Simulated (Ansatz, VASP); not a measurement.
# IrS in VASP and in Ansatz

Contents of INCAR:

```
SYSTEM = IrS
  PREC = Accurate
  ENCUT = 520
  EDIFF = 1E-6
  ISMEAR = 0
  SIGMA = 0.05
  LREAL = .FALSE.
  LASPH = .TRUE.
  NELM = 60
  ALGO = Normal
  ISIF = 2
  LWAVE = .FALSE.
  LCHARG = .FALSE.
  GGA = PE
  NBANDS = 14
```

Contents of KPOINTS:

```
regular mesh
0
G
  10 10 10
  0 0 0
```

POSCAR

```
IrS
1.0
    0.0000000000      2.7215994270      2.7215994270
    2.7215994270      0.0000000000      2.7215994270
    2.7215994270      2.7215994270      0.0000000000
Ir S
1 1
Direct
    0.0000000000      0.0000000000      0.0000000000
    0.2500000000      0.2500000000      0.2500000000
```

Input for Ansatz:

```yaml
crystal:
  lattice:
    - [0.0, 2.721599427, 2.721599427]
    - [2.721599427, 0.0, 2.721599427]
    - [2.721599427, 2.721599427, 0.0]
  atoms:
    - { symbol: Ir, position: [0.0, 0.0, 0.0] }
    - { symbol: S, position: [0.25, 0.25, 0.25] }
basis:
  ecutwfc: 420
  ecutrho_ratio: 4
kpoints:
  mp_grid: { grid: [10, 10, 10] }
hamiltonian:
  xc: pbe
scf:
  occupations: { method: gaussian, width: 0.05 }
output:
  forces: true
  stress: true
  eigenvalues: true
```

Alike in both runs: task single point; functional PBE; k mesh 10 × 10 × 10; occupations gaussian, width 0.05 eV; no spin polarisation.

```csv
,VASP,Ansatz
version,VASP 6.6.1,Ansatz 0.2.0
potentials or method,"VASP PAW PBE potentials, release 64 (Ir, S), cutoff 520 eV","scalar-relativistic, plane waves, PAW"
valence electrons in the cell,15,23
```

VASP gave:

```
gap on the k mesh at the Fermi level (eV) : none
pressure (GPa)                            : -11.2
```

Estimate Ansatz's values.

gap on the k mesh at the Fermi level (eV): none; pressure (GPa): -11.5.

A gap of «none» marks a metal or a gap that the smearing closes. The functional is the same, so the differences come from potentials, cutoffs and numerics. VASP's potentials hold 15 valence electrons a cell and Ansatz's 23, so a difference there can come from the potentials and not from the codes.

Neither program's run includes spin-orbit coupling.
